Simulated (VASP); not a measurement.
Input of a VASP 6.6.1 run:

The input INCAR:

```
ALGO = Normal
EDIFF = 1E-6
ENCUT = 520
GGA = PE
ISIF = 2
ISMEAR = -1
LASPH = True
LCHARG = False
LREAL = False
LWAVE = False
NBANDS = 14
NELM = 60
PREC = Accurate
SIGMA = 0.05
```

Contents of KPOINTS:

```
k-points
0
Gamma
  17 17 17
```

Contents of POSCAR:

```
Rh
1.0
    0.0000000000      1.9149918958      1.9149918958
    1.9149918958      0.0000000000      1.9149918958
    1.9149918958      1.9149918958      0.0000000000
Rh
1
Direct
    0.0000000000      0.0000000000      0.0000000000
```

Potentials or basis: VASP PAW PBE potentials, release 64 (Rh_pv).

Run with:

```sh
$ cat potpaw_PBE.64/Rh_pv/POTCAR > POTCAR
$ mpirun -np 1 vasp_std > vasp.out
```

Estimate the pressure.

0.0 GPa.
